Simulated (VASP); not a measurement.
# MnSi (P4/nmm) in VASP: further runs, part 2 of 2

VASP 6.6.1. Earlier steps stand in the parts before.

## Step 3: Relaxation of cell and atoms, PBE, collinear spin, ferromagnetic start

Input file INCAR:

```
SYSTEM = MnSi
ALGO = Normal ; EDIFF = 1E-7
EDIFFG = -0.04 ; ENCUT = 600
GGA = PE ; IBRION = 2
ISIF = 3 ; ISMEAR = 0
ISPIN = 2 ; LASPH = .True.
LCHARG = .False. ; LMAXMIX = 4
LORBIT = 11 ; LREAL = .False.
LWAVE = .False. ; MAGMOM = 1.13 1.13 0 0
NELM = 150 ; NSW = 90
PREC = Accurate ; SIGMA = 0.1
```

Input file KPOINTS:

```
k-points
0
Gamma
  6 6 4
  0 0 0
```

Input file POSCAR:

```
MnSi
1.0
    3.3689833746      0.0000000000      0.0000000000
    0.0000000000      3.3689833746      0.0000000000
    0.0000000000      0.0000000000      4.2570034489
Mn Si
2 2
Direct
    0.0000000000      0.5000000000      0.2351000000
    0.5000000000      0.0000000000      0.7649000000
    0.0000000000      0.0000000000      0.0000000000
    0.5000000000      0.5000000000      0.0000000000
```

Potentials or basis: VASP PAW PBE potentials, release 64 (Mn_pv, Si).

Run with:

```console
$ cat potpaw_PBE.64/Mn_pv/POTCAR potpaw_PBE.64/Si/POTCAR > POTCAR
$ mpirun -np 1 vasp_std > vasp.out
```

OUTCAR:

```text
SYSTEM = MnSi
   EDIFF = 1E-7
   EDIFFG = -0.04
   ENCUT = 600
   GGA = PE
   IBRION = 2
   ISIF = 3
   ISMEAR = 0
   ISPIN = 2
   LASPH = .True.
   LORBIT = 11
   LREAL = .False.
   NELM = 150
   NSW = 90
   PREC = Accurate

 ion  position               nearest neighbor table
   1  0.000  0.500  0.235-   3 1.96   4 1.96   3 1.96   4 1.96   2 3.11   2 3.11   2 3.11   2 3.11

   2  0.500  0.000  0.765-   3 1.96   4 1.96   4 1.96   3 1.96   1 3.11   1 3.11   1 3.11   1 3.11

   3  0.000  0.000  0.000-   1 1.96   2 1.96   1 1.96   2 1.96   4 2.38   4 2.38   4 2.38   4 2.38

   4  0.500  0.500  0.000-   1 1.96   2 1.96   2 1.96   1 1.96   3 2.38   3 2.38   3 2.38   3 2.38

  LATTYP: Found a simple tetragonal cell.
 ALAT       =     3.3689833746
 C/A-ratio  =     1.2635869565

  Lattice vectors:

 A1 = (   3.3689833746,   0.0000000000,   0.0000000000)
 A2 = (   0.0000000000,   3.3689833746,   0.0000000000)
 A3 = (   0.0000000000,   0.0000000000,   4.2570034489)

Analysis of symmetry for initial positions (statically):
=====================================================================
 Subroutine PRICEL returns:
 Original cell was already a primitive cell.

 Routine SETGRP: Setting up the symmetry group for a
 simple tetragonal supercell.
[... 196 lines left out ...]
  --------------------------------------------------------------------------------------
  -------------------------------------------------------------------------------------
  Total       35.0599957     35.0599957     18.9321775      0.0000000      0.0000000      0.0000000
  in kB     1162.5742590   1162.5742590    627.7827986      0.0000000      0.0000000      0.0000000
  external PRESSURE =     984.3104388 kB  Pullay stress =       0.0000000 kB
[... 2528 lines left out ...]
     21      11.8805      0.00000
     22      11.8805      0.00000

 [... further k-points ...]

[... ionic steps 4 to 26 ...]

--------------------------------------- Ionic step       27  -------------------------------------------

 number of electron      33.9999975 magnetization      -0.0000003

 number of electron      33.9999975 magnetization       0.0000003
[... 77 lines left out ...]
 number of electron      34.0000008 magnetization       0.0000000

 number of electron      34.0000008 magnetization      -0.0000000

 Free energy of the ion-electron system (eV)
  ---------------------------------------------------
  ext. energy  EPLUGINS =         0.00000000
  ---------------------------------------------------
  free energy    TOTEN  =       -30.28150639 eV

  energy without entropy =      -30.27047607  energy(sigma->0) =      -30.27599123

 E-fermi :  11.9090     XC(G=0): -13.1242

 val. band max:       11.8342505725   @ k =   0.1667   0.0000   0.0000
 cond. band min:      11.9534254044   @ k =   0.1667   0.0000   0.2500
 fundamental gap:      0.1191748319
 Fermi energy:        11.9090005737
[... 1237 lines left out ...]
  FREE ENERGIE OF THE ION-ELECTRON SYSTEM (eV)
  ---------------------------------------------------
  free  energy   TOTEN  =       -30.2815063881 eV

  energy  without entropy=      -30.2704760709  energy(sigma->0) =      -30.27599123

 reached required accuracy - stopping structural energy minimisation

 total charge

# of ion       s       p       d       tot
------------------------------------------
    1        0.341   6.361   5.412  12.113
    2        0.341   6.361   5.412  12.113
    3        0.716   0.906   0.000   1.622
    4        0.716   0.906   0.000   1.622
--------------------------------------------------
tot          2.114  14.534  10.823  27.471

 magnetization (x)

# of ion       s       p       d       tot
------------------------------------------
    1       -0.000   0.000   0.000   0.000
    2       -0.000   0.000   0.000   0.000
    3       -0.000  -0.000   0.000  -0.000
    4       -0.000  -0.000   0.000  -0.000
--------------------------------------------------
tot         -0.000  -0.000   0.000   0.000
```

OSZICAR:

```text
N       E                     dE             d eps       ncg     rms          rms(c)
DAV:   1     0.379580948026E+03    0.37958E+03   -0.20867E+04  2640   0.196E+03
DAV:   2    -0.249331817417E+01   -0.38207E+03   -0.37159E+03  2640   0.526E+02
[... 460 lines left out ...]
DAV:   6    -0.302815039356E+02    0.14853E-03   -0.11921E-03  2760   0.321E-01    0.480E-02
DAV:   7    -0.302815098147E+02   -0.58791E-05   -0.26940E-05  3100   0.483E-02    0.159E-02
DAV:   8    -0.302815074269E+02    0.23878E-05   -0.36908E-06  2736   0.127E-02    0.646E-03
DAV:   9    -0.302815066755E+02    0.75143E-06   -0.37295E-07  2840   0.480E-03    0.229E-03
DAV:  10    -0.302815063243E+02    0.35118E-06   -0.16206E-07  1828   0.266E-03    0.608E-04
DAV:  11    -0.302815063881E+02   -0.63847E-07   -0.14037E-08  1368   0.109E-03
  29 F= -.30281506E+02 E0= -.30275991E+02  d E =-.167343E-01  mag=     0.0000
```

Wall time 15 min (1 thread of Intel Xeon 6975P-C (Granite Rapids), shared host); peak memory 0.24 GiB.

What came out:

```yaml
Free_energy: -30.2815 eV
Relaxed_volume: 10.91 Å³/atom
Relaxed_cell: a = 3.972 Å, b = 3.972 Å, c = 2.767 Å, α = 90.00°, β = 90.00°, γ = 90.00°
Space_group_after_relaxing_to_0.1_Å: Pm-3m (No. 221)
Pressure_after_relaxing: -0.1 GPa
Largest_force_after_relaxing: 0.010 eV/Å
Band_gap_on_the_k_mesh: zero (filled and empty bands overlap)
Net_moment: 0.00 μB per cell
Valence_electrons_inside_the_program's_atomic_spheres: Mn 12.11; Si 1.62
```

Forces on the atoms (eV/Å):
```
Mn   0.000  0.000 -0.010
Mn   0.000  0.000  0.010
Si   0.000  0.000  0.000
Si   0.000  0.000  0.000
```

Final structure:
```xyz
4
Lattice="3.9719 0.0000 0.0000 0.0000 3.9719 0.0000 0.0000 0.0000 2.7669" Properties=species:S:1:pos:R:3 pbc="T T T"
Mn    0.0000    1.9859    1.3844
Mn    1.9859    0.0000    1.3825
Si    0.0000    0.0000    0.0000
Si    1.9859    1.9859    0.0000
```

Levels at points of the mesh, in eV from the Fermi level:
Spin up:
```csv
k point,band 13,band 14,band 15,band 16,band 17,band 18,band 19,band 20,band 21,band 22
"(0.00, 0.00, 0.00)",-2.81,-0.62,-0.62,0.34,0.42,0.42,1.33,3.50,3.68,4.02
"(0.50, 0.00, 0.00)",-1.31,-1.31,-0.52,-0.52,-0.11,-0.11,1.90,1.90,3.37,3.37
"(0.50, 0.50, 0.00)",-1.44,-1.44,-1.24,-1.24,0.63,0.63,1.64,1.64,7.06,7.06
"(0.00, 0.00, 0.50)",-1.41,-1.41,-1.19,0.57,1.40,1.48,1.81,2.58,2.58,2.69
"(0.50, 0.00, 0.50)",-1.01,-1.01,-0.85,-0.85,-0.17,-0.17,1.85,1.85,3.69,3.69
"(0.50, 0.50, 0.50)",-2.80,-2.80,-0.76,-0.76,-0.74,-0.74,1.40,1.40,3.55,3.55
```
Spin down:
| k point | band 14 | band 15 | band 16 | band 17 | band 18 | band 19 | band 20 | band 21 |
| --- | --- | --- | --- | --- | --- | --- | --- | --- |
| (0.00, 0.00, 0.00) | -0.62 | -0.62 | 0.34 | 0.42 | 0.42 | 1.33 | 3.50 | 3.68 |
| (0.50, 0.00, 0.00) | -1.31 | -0.52 | -0.52 | -0.11 | -0.11 | 1.90 | 1.90 | 3.37 |
| (0.50, 0.50, 0.00) | -1.44 | -1.24 | -1.24 | 0.63 | 0.63 | 1.64 | 1.64 | 7.06 |
| (0.00, 0.00, 0.50) | -1.41 | -1.19 | 0.57 | 1.40 | 1.48 | 1.81 | 2.58 | 2.58 |
| (0.50, 0.00, 0.50) | -1.01 | -0.85 | -0.85 | -0.17 | -0.17 | 1.85 | 1.85 | 3.69 |
| (0.50, 0.50, 0.50) | -2.80 | -0.76 | -0.76 | -0.74 | -0.74 | 1.40 | 1.40 | 3.55 |

Caveat: the k points lie up to 0.57 Å⁻¹ apart in the final cell, too coarse for converged energies and pressures of a metal; the moments typed at the start vanished in this run; a cell axis changed by over 15 % at a fixed basis, so the end point is rough.

The gap in the log of VASP goes by the Fermi energy; the results here count the filled bands.